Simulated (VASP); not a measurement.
Write the native input for VASP 6.6.1 that does the following.

| Property | Result |
| --- | --- |
| Task | single point |
| Functional | PBEsol |
| Potentials or basis | VASP PAW PBE potentials, release 64 (Ti_sv, O) |
| Cutoff | 520 eV |
| k mesh | 8 × 8 × 4 |
| Occupations | fermi-dirac, width 0.02 eV |
| Spin | no spin polarisation |
| Dipole correction | no |
| Further INCAR settings | ALGO = Normal; EDIFF = 1e-07; NBANDS = 33 |

The structure of TiO2 lies in POSCAR:

```
TiO2
1.0
    3.3612404502      0.0000000000      0.0000000000
    0.0000000000      3.3612404502      0.0000000000
    0.0000000000      0.0000000000      5.1337955386
Ti O
2 4
Direct
    0.0000000000      0.0000000000      0.0000000000
    0.5000000000      0.5000000000      0.5000000000
    0.0000000000      0.5000000000      0.3332907321
    0.0000000000      0.5000000000      0.8332907321
    0.5000000000      0.0000000000      0.6667092679
    0.5000000000      0.0000000000      0.1667092679
```

One way to write it, as run:

INCAR

```
PREC = Accurate
ENCUT = 520
EDIFF = 1E-7
ISMEAR = -1
SIGMA = 0.02
LREAL = False
LASPH = True
NELM = 80
ALGO = Normal
ISIF = 2
LWAVE = False
LCHARG = False
GGA = PS
NBANDS = 33
```

KPOINTS

```
Automatic mesh
0
Gamma
  8 8 4
```

Potentials or basis: VASP PAW PBE potentials, release 64 (Ti_sv, O).

Command:

```sh
$ cat potpaw_PBE.64/Ti_sv/POTCAR potpaw_PBE.64/O/POTCAR > POTCAR
$ mpirun -np 1 vasp_std > vasp.out
```

Results of the run:

| Item | Value |
| --- | --- |
| Pressure | 0.9 GPa |
| Largest force | 0.058 eV/Å |
| Band gap on the k mesh | 2.43 eV (least direct gap 2.48 eV) |

Caveat: the PAW data sets were made with another functional, which shifts forces and pressure a little.

It took 44 s on 1 thread of Intel(R) Xeon(R) 6975P-C (Granite Rapids) (shared host), peak memory 0.21 GiB.
